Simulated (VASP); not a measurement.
Set up this calculation in VASP 6.6.1, as the native input.

```yaml
Task: single point
Functional: PBE
Dispersion: D3(BJ)
Potentials_or_basis: VASP PAW PBE potentials, release 64 (Pt, S)
Cutoff: 520 eV
k_mesh: 9 × 9 × 5
Occupations: fermi-dirac, width 0.05 eV
Spin: no spin polarisation
Dipole_correction: no
Further_INCAR_settings: ALGO = Normal; EDIFF = 1e-06; NBANDS = 18
```

The structure of PtS2 lies in POSCAR:

```
PtS2
1.0
    3.5848863069      0.0000000000      0.0000000000
   -1.7924431534      3.1046026114      0.0000000000
    0.0000000000      0.0000000000      4.7376350108
Pt S
1 2
Direct
    0.0000000000      0.0000000000      0.0000000000
    0.6666666667      0.3333333333      0.7449119901
    0.3333333333      0.6666666667      0.2550880099
```

These files were run (other wordings do the same):

INCAR

```
PREC = Accurate
ENCUT = 520
EDIFF = 1E-6
ISMEAR = -1
SIGMA = 0.05
LREAL = False
LASPH = True
NELM = 100
ALGO = Normal
ISIF = 2
LWAVE = False
LCHARG = True
GGA = PE
IVDW = 12
LELF = True
LVHAR = True
NBANDS = 18
```

KPOINTS

```
Automatic mesh
0
Gamma
  9 9 5
```

Potentials or basis: VASP PAW PBE potentials, release 64 (Pt, S).

Run with:

```console
$ cat potpaw_PBE.64/Pt/POTCAR potpaw_PBE.64/S/POTCAR > POTCAR
$ mpirun -np 1 vasp_std > vasp.out
```

It gave:

| Property | Result |
| --- | --- |
| Pressure | -1.1 GPa |
| Largest force | 0.041 eV/Å |
| Band gap on the k mesh | 0.24 eV, indirect (least direct gap 0.94 eV) |
| Dispersion energy per atom | -0.443 eV |

Caveat: three body term missing; spin-orbit coupling is left out, which moves the levels of the heavy elements.

It took 53 s on 1 thread of AMD EPYC 7R43 64-Core Processor (Zen 3) (shared host), peak memory 0.18 GiB.
